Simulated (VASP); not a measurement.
# H6C in VASP: notebook

Runs on H6C. Level: PBE+D3(BJ). Tasks: single point.

Program: VASP 6.6.1. These are calculated values, not measurements. Logs are shortened: lines on timing, memory, paths and dates and some standing lists are left out, and cuts for length are marked.

## Step 1: The cell of the first run

The cell holds an amorphous packing of atoms, 28 atoms: a = 7.192 Å, b = 7.192 Å, c = 7.192 Å, α = 90.00°, β = 90.00°, γ = 90.00°.

## Step 2: Single point, PBE+D3(BJ)

Input file INCAR:

```
SYSTEM = H6C
PREC = Accurate ; ENCUT = 520
EDIFF = 1E-6 ; ISMEAR = -1
SIGMA = 0.05 ; LREAL = .False.
LASPH = .True. ; NELM = 120
ALGO = Normal ; ISIF = 2
LWAVE = .False. ; LCHARG = .False.
GGA = PE ; IVDW = 12
NBANDS = 40 ; GGA_COMPAT = .False.
```

Input file KPOINTS:

```
regular mesh
0
Gamma
  1 1 1
  0 0 0
```

Input file POSCAR:

```
H6C
1.0
    7.1919660000      0.0000000000      0.0000000000
    0.0000000000      7.1919660000      0.0000000000
    0.0000000000      0.0000000000      7.1919660000
H C
24 4
Direct
    0.9861698456      0.2309938618      1.0250187501
    0.9756581163      0.3326350542      1.0525494698
   -0.0474835393      0.1113881795      0.6572333629
    0.0385151988      0.0584680183      0.6615854413
    0.4645461338      0.5714849041      0.2849290444
    0.3979996568      0.5919104734      0.2092473741
    0.3907137492      0.0584541139      0.8173703825
    0.4157833894     -0.0379868314      0.8424122139
    0.0296441891      0.8290222729      0.8482103503
   -0.2020309885      0.8171340076      0.9535918273
   -0.0030450645      0.7137130515      1.0622547437
   -0.0997780023      0.6255174176      0.8446647273
    0.2520312248      0.9340978531      0.1640719659
    0.1675897800      1.0781474773      0.3700379006
    0.3722904141      0.9529800336      0.3786030134
    0.1515301936      0.8226123427      0.3603048179
    0.4847075195      0.4251132444      0.8409800603
    0.2450373097      0.5016847966      0.8356407692
    0.3525739693      0.4090536579      0.6301058709
    0.4191482552      0.6246136314      0.7152564403
    0.7665358818      0.4205247911      0.2356518371
    0.6765326755      0.1859992108      0.2817866492
    0.6397694316      0.3620567728      0.4316066010
    0.8771871280      0.2575234644      0.4038812197
   -0.0671026532      0.7514635080      0.9257274019
    0.2323843022      0.9432747596      0.3123763377
    0.3755579490      0.4873632606      0.7518667357
    0.7446920633      0.3055353710      0.3387529919
```

Potentials or basis: VASP PAW PBE potentials, release 64 (H, C).

Command:

```console
> cat potpaw_PBE.64/H/POTCAR potpaw_PBE.64/C/POTCAR > POTCAR
> mpirun -np 1 vasp_gam > vasp.out
```

OUTCAR:

```text
SYSTEM = H6C
   PREC = Accurate
   ENCUT = 520
   EDIFF = 1E-6
   ISMEAR = -1
   LREAL = .False.
   LASPH = .True.
   NELM = 120
   ISIF = 2
   GGA = PE
   IVDW = 12
 IVDW          = 12

 ion  position               nearest neighbor table
   1  0.986  0.231  0.025-   2 0.76
   2  0.976  0.333  0.053-   1 0.76
   3  0.953  0.111  0.657-   4 0.73
   4  0.039  0.058  0.662-   3 0.73
   5  0.465  0.571  0.285-   6 0.74
   6  0.398  0.592  0.209-   5 0.74
[... 16 lines left out ...]
  23  0.640  0.362  0.432-  28 1.09
  24  0.877  0.258  0.404-  28 1.12
  25  0.933  0.751  0.926-   9 1.05  10 1.10  12 1.10  11 1.12
  26  0.232  0.943  0.312-  13 1.08  16 1.10  15 1.12  14 1.15
  27  0.376  0.487  0.752-  19 1.05  20 1.07  17 1.11  18 1.12
  28  0.745  0.306  0.339-  22 1.07  23 1.09  24 1.12  21 1.12

  LATTYP: Found a simple cubic cell.
 ALAT       =     7.1919660000

  Lattice vectors:

 A1 = (   7.1919660000,   0.0000000000,   0.0000000000)
 A2 = (   0.0000000000,   7.1919660000,   0.0000000000)
 A3 = (   0.0000000000,   0.0000000000,   7.1919660000)

Analysis of symmetry for initial positions (statically):
=====================================================================
 Subroutine PRICEL returns:
 Original cell was already a primitive cell.

 Routine SETGRP: Setting up the symmetry group for a
 simple cubic supercell.

 Subroutine GETGRP returns: Found  1 space group operations
 (whereof  1 operations were pure point group operations)
 out of a pool of 48 trial point group operations.

The static configuration has the point symmetry C_1 .

Analysis of symmetry for dynamics (positions and initial velocities):
=====================================================================
 Subroutine PRICEL returns:
 Original cell was already a primitive cell.

 Routine SETGRP: Setting up the symmetry group for a
 simple cubic supercell.

 Subroutine GETGRP returns: Found  1 space group operations
 (whereof  1 operations were pure point group operations)
 out of a pool of 48 trial point group operations.

The dynamic configuration has the point symmetry C_1 .

 Subroutine INISYM returns: Found  1 space group operations
 (whereof  1 operations are pure point group operations),
 and found     1 'primitive' translations

[... 123 lines left out ...]
   LREAL  =      F    real-space projection
   EDIFFG = 0.1E-04   stopping-criterion for IOM
   NSW    =      0    number of steps for IOM
   IBRION =     -1    ionic relax: 0-MD 1-quasi-New 2-CG
   NFREE  =      0    steps in history (QN), initial steepest desc. (CG)
   ISIF   =      2    stress and relaxation
   ISYM   =      2    0-nonsym 1-usesym 2-fastsym
   POTIM  = 0.5000    time-step for ionic-motion
   TEBEG  =    0.0;   TEEND  =   0.0 temperature during run
   PSTRESS=    0.0 pullay stress
   NELECT =      40.0000    total number of electrons
   NUPDOWN=      -1.0000    fix difference up-down
   EMIN   =  10.00;   EMAX   =-10.00  energy-range for DOS
   EFERMI =   0.00;   METHOD = LEGACY
   ISMEAR =    -1;   SIGMA  =   0.05  broadening in eV -4-tet -1-fermi 0-gaus
   EFERMI_NEDOS =   21; number of points for ismear=-14 and -15
   IALGO  =     38    algorithm
   IMIX   =      4    mixing-type and parameters
     AMIX     =   0.40;   BMIX     =  1.00
     AMIX_MAG =   1.60;   BMIX_MAG =  1.00
  volume/ion in A,a.u.               =      13.29        89.66
  Fermi-wavevector in a.u.,A,eV,Ry     =   0.778480  1.471113  8.245544  0.606030
  Thomas-Fermi vector in A             =   1.881384
   LORBIT       =      0    0 simple, 1 ext, 2 COOP (PROOUT), +10 PAW based schemes
   GGA     = PE    functional components
   LHFCALC =     F    Hartree Fock is set to
   AEXX    =    0.0000 exact exchange contribution
   IVDW    =    12    specifies the selected vdW correction
   LEPSILON=     F    determine dielectric tensor
   LRPA    =     F    only Hartree local field effects (RPA)
 non-spin polarized calculation
  energy-cutoff  :      520.00
  volume of cell :      372.00
 maximum number of plane-waves:      4970
 NGX is ok and might be reduce to    54
   NGX = 27   NGY = 27   NGZ = 27

 number of electron      39.9999995 magnetization

 Free energy of the ion-electron system (eV)
  ---------------------------------------------------
  ext. energy  EPLUGINS =         0.00000000
  ---------------------------------------------------
  free energy    TOTEN  =      -122.81756997 eV

  energy without entropy =     -122.81756997  energy(sigma->0) =     -122.81756997

 E-fermi :  -5.6270     XC(G=0):  -5.2411

 val. band max:       -6.8584652670   @ k =   0.0000   0.0000   0.0000
 cond. band min:       0.8826329625   @ k =   0.0000   0.0000   0.0000
 fundamental gap:      7.7410982295
 Fermi energy:        -5.6269614463

 k-point     1 :       0.0000    0.0000    0.0000
  band No.  band energies     occupation
      1     -15.5049      2.00000
      2     -15.3646      2.00000
      3     -15.2963      2.00000
      4     -15.1779      2.00000
      5      -9.1995      2.00000
      6      -8.8617      2.00000
[... 24 lines left out ...]
     31       3.9619      0.00000
     32       4.2756      0.00000
 [bands above 32 left out]

------------------------ aborting loop because EDIFF is reached ----------------------------------------

 Edisp (eV)   -0.61417

 E8    (eV) :    -0.1213

  FORCE on cell =-STRESS in cart. coord.  units (eV):
  Direction    XX          YY          ZZ          XY          YZ          ZX
  --------------------------------------------------------------------------------------
  -------------------------------------------------------------------------------------
  Total      -1.24357     0.21268     1.22000     0.80687    -0.26711    -0.72234
  in kB      -5.35598     0.91598     5.25444     3.47512    -1.15044    -3.11106
  external pressure =        0.27 kB  Pullay stress =        0.00 kB

 VOLUME and BASIS-vectors are now :
 -----------------------------------------------------------------------------
  energy-cutoff  :      520.00
  volume of cell :      372.00
      direct lattice vectors                 reciprocal lattice vectors
     7.191966000  0.000000000  0.000000000     0.139044039  0.000000000  0.000000000
     0.000000000  7.191966000  0.000000000     0.000000000  0.139044039  0.000000000
     0.000000000  0.000000000  7.191966000     0.000000000  0.000000000  0.139044039

 POSITION                                       TOTAL-FORCE (eV/Angst)
 -----------------------------------------------------------------------------------
      7.09250      1.66130      0.17993         0.047310      0.305868     -0.003853
      7.01690      2.39230      0.37793         0.122636     -0.387565     -0.217755
      6.85047      0.80110      4.72680        -0.693057      0.463136     -0.002420
      0.27700      0.42050      4.75810         0.680761     -0.369316      0.027307
      3.34100      4.11010      2.04920         0.214807     -0.088213      0.271974
      2.86240      4.25700      1.50490        -0.271533      0.052580     -0.319840
[... 20 lines left out ...]
      2.70100      3.50510      5.40740        -0.328507      0.164792      2.200868
      5.35580      2.19740      2.43630         0.415955      0.953924     -0.040929
 -----------------------------------------------------------------------------------
    total drift:                                0.001181      0.000296     -0.000687

  FREE ENERGIE OF THE ION-ELECTRON SYSTEM (eV)
  ---------------------------------------------------
  free  energy   TOTEN  =      -123.4317405656 eV

  energy  without entropy=     -123.4317405655  energy(sigma->0) =     -123.43174057
```

OSZICAR:

```text
N       E                     dE             d eps       ncg     rms          rms(c)
DAV:   1     0.189601892683E+03    0.18960E+03   -0.16845E+04    80   0.808E+02
DAV:   2    -0.104575700680E+03   -0.29418E+03   -0.28337E+03   104   0.186E+02
DAV:   3    -0.137375861939E+03   -0.32800E+02   -0.32617E+02   104   0.638E+01
DAV:   4    -0.138217036350E+03   -0.84117E+00   -0.83982E+00    96   0.125E+01
DAV:   5    -0.138235181798E+03   -0.18145E-01   -0.18143E-01   112   0.171E+00    0.195E+01
DAV:   6    -0.125270336148E+03    0.12965E+02   -0.19898E+01    96   0.160E+01    0.941E+00
DAV:   7    -0.123250666139E+03    0.20197E+01   -0.51800E+00   104   0.789E+00    0.500E+00
DAV:   8    -0.122855367338E+03    0.39530E+00   -0.12520E+00   104   0.398E+00    0.162E+00
DAV:   9    -0.122807865557E+03    0.47502E-01   -0.14294E-01    96   0.139E+00    0.517E-01
DAV:  10    -0.122817134996E+03   -0.92694E-02   -0.36451E-02    88   0.780E-01    0.182E-01
DAV:  11    -0.122817639431E+03   -0.50443E-03   -0.34857E-03    96   0.237E-01    0.751E-02
DAV:  12    -0.122817699397E+03   -0.59966E-04   -0.31454E-04    88   0.824E-02    0.395E-02
DAV:  13    -0.122817582773E+03    0.11662E-03   -0.18504E-04    96   0.645E-02    0.127E-02
DAV:  14    -0.122817573317E+03    0.94556E-05   -0.41250E-05    96   0.279E-02    0.777E-03
DAV:  15    -0.122817570418E+03    0.28994E-05   -0.76768E-06    96   0.112E-02    0.334E-03
DAV:  16    -0.122817569974E+03    0.44402E-06   -0.25985E-06   104   0.646E-03
   1 F= -.12343174E+03 E0= -.12343174E+03  d E =-.587035E-10
```

It took 67 s on 1 thread of Intel Xeon 8259CL, shared host; peak memory 0.35 GiB.

Results:

```
Free energy                : -123.4317 eV
Pressure                   : 0.0 GPa
Largest force              : 2.311 eV/Å
Band gap on the k mesh     : 7.74 eV
Dispersion energy per atom : -0.022 eV
```

Forces on the atoms (eV/Å):
```
H    0.047  0.306 -0.004
H    0.123 -0.388 -0.218
H   -0.693  0.463 -0.002
H    0.681 -0.369  0.027
H    0.215 -0.088  0.272
H   -0.272  0.053 -0.320
H   -0.116  0.468 -0.125
H    0.110 -0.486  0.092
H    0.720  1.137 -0.710
H    0.252  0.438 -0.123
H   -0.301  0.006 -0.612
H    0.160 -0.107  0.194
H   -0.157  0.406 -0.566
H    0.150 -1.245 -1.184
H   -0.369 -0.642 -0.207
H    0.231  0.149  0.149
H   -0.255  0.009 -0.266
H    0.536 -0.241 -0.434
H   -0.272 -0.895 -1.159
H    0.354  0.971 -0.319
H    0.090 -0.924  0.307
H   -0.185 -0.639 -0.884
H    0.207  0.095  0.883
H   -0.665  0.563 -0.097
C   -0.892 -1.579  1.334
C    0.215  1.420  1.811
C   -0.329  0.165  2.201
C    0.416  0.954 -0.041
```

Levels at points of the mesh, in eV from the valence-band top:
```
           k point  band 16  band 17  band 18  band 19  band 20  band 21  band 22  band 23  band 24  band 25
(0.00, 0.00, 0.00)    -0.75    -0.67    -0.40    -0.10     0.00     7.74     8.61     8.93     9.05     9.41
```

Caveat: the k points lie up to 0.87 Å⁻¹ apart.

## Step 3: Single point, PBE+D3(BJ)

Input file INCAR:

```
SYSTEM = H6C
PREC = Accurate ; ENCUT = 520
EDIFF = 1E-6 ; ISMEAR = -1
SIGMA = 0.05 ; LREAL = .FALSE.
LASPH = .TRUE. ; NELM = 120
ALGO = Normal ; ISIF = 2
LWAVE = .FALSE. ; LCHARG = .FALSE.
GGA = PE ; IVDW = 12
NBANDS = 40 ; GGA_COMPAT = .FALSE.
```

Input file KPOINTS:

```
regular mesh
0
G
  1 1 1
  0 0 0
```

Input file POSCAR:

```
H6C
1.0
    7.1919660000      0.0000000000      0.0000000000
    0.0000000000      7.1919660000      0.0000000000
    0.0000000000      0.0000000000      7.1919660000
H C
24 4
Direct
    0.9870180143      0.2811887598      0.9909112474
    1.0814984387      0.2941337598      0.9527575631
   -0.0928675136      0.0576476585      0.6251141899
   -0.1093442322      0.1557571323      0.6652840127
    0.1982628950      0.5150191199      0.2842338242
    0.2116389316      0.4140175301      0.2618060208
    0.3733193399     -0.1456486307      0.7660631321
    0.4345126214     -0.0624585823      0.7428427776
    0.0451058862      0.8277986854      0.8891449153
   -0.2165054729      0.8285217144      0.9178157961
   -0.0692022181      0.7101535241      1.0807893141
   -0.1016411924      0.6318717302      0.8492670850
    0.3291728576      0.9887282559      0.1993474385
    0.1312714771      1.0300243355      0.3393925945
    0.3306745332      0.9408136802      0.4521990232
    0.1976371968      0.7850704522      0.3177990552
    0.5049245227      0.4574548879      0.8147007369
    0.2581352581      0.4261004571      0.7824564243
    0.4143790446      0.3762114559      0.5800361125
    0.3658248662      0.5980145067      0.6449140611
    0.6683012684      0.4027410586      0.2509327769
    0.7573589753      0.1626676211      0.2762805052
    0.6767273371      0.3036443721      0.4661451403
    0.9001572032      0.3709416869      0.3608331853
   -0.0852618046      0.7521170150      0.9340422355
    0.2504878360      0.9371012043      0.3207189800
    0.3919790500      0.4635172080      0.7086240397
    0.7593334006      0.3078991197      0.3372374119
```

Potentials or basis: VASP PAW PBE potentials, release 64 (H, C).

Command:

```console
> cat potpaw_PBE.64/H/POTCAR potpaw_PBE.64/C/POTCAR > POTCAR
> mpirun -np 1 vasp_gam > vasp.out
```

Run time: 73 s. Hardware: 1 thread of Intel Xeon 8259CL, shared host; peak memory 0.36 GiB.

Results (log left out):

```yaml
Free_energy: -123.4164 eV
Pressure: -1.5 GPa
Largest_force: 1.751 eV/Å
Band_gap_on_the_k_mesh: 7.79 eV
Dispersion_energy_per_atom: -0.022 eV
```

Forces in eV/Å, atoms in the order of the input:
```
H   -0.412 -0.078  0.175
H    0.340  0.012 -0.147
H   -0.082  0.605  0.313
H    0.141 -0.689 -0.232
H    0.052  0.080  0.022
H    0.053 -0.162  0.002
H    0.187  0.264  0.010
H   -0.163 -0.120  0.125
H   -1.113 -0.194  0.250
H    0.340  0.462  0.032
H   -0.035  0.029 -0.250
H    0.099 -1.101 -0.577
H    0.008 -0.620  0.211
H   -0.204 -0.066 -0.001
H    0.145  0.304 -0.489
H    0.517  1.554 -0.619
H   -0.240  0.210 -0.778
H    0.836 -0.037 -0.647
H   -0.028 -0.042  1.197
H    0.327  0.649  0.349
H    0.889 -0.517  0.029
H    0.343  1.081  0.330
H    0.505 -0.165  0.168
H   -0.811 -0.557 -0.223
C    0.685  0.800  0.541
C   -0.461 -1.055  0.791
C   -0.902 -0.890 -0.106
C   -1.018  0.242 -0.478
```

Stress tensor (GPa, compression positive):
```
-1.86 -0.52  0.06
-0.52 -1.36  0.27
 0.06  0.27 -1.22
```

Levels at points of the mesh, in eV from the valence-band top:
| k point | band 18 | band 19 | band 20 | band 21 | band 22 | band 23 |
| --- | --- | --- | --- | --- | --- | --- |
| (0.00, 0.00, 0.00) | -0.36 | -0.20 | 0.00 | 7.79 | 8.72 | 8.82 |

Caveat: the k points lie up to 0.87 Å⁻¹ apart.
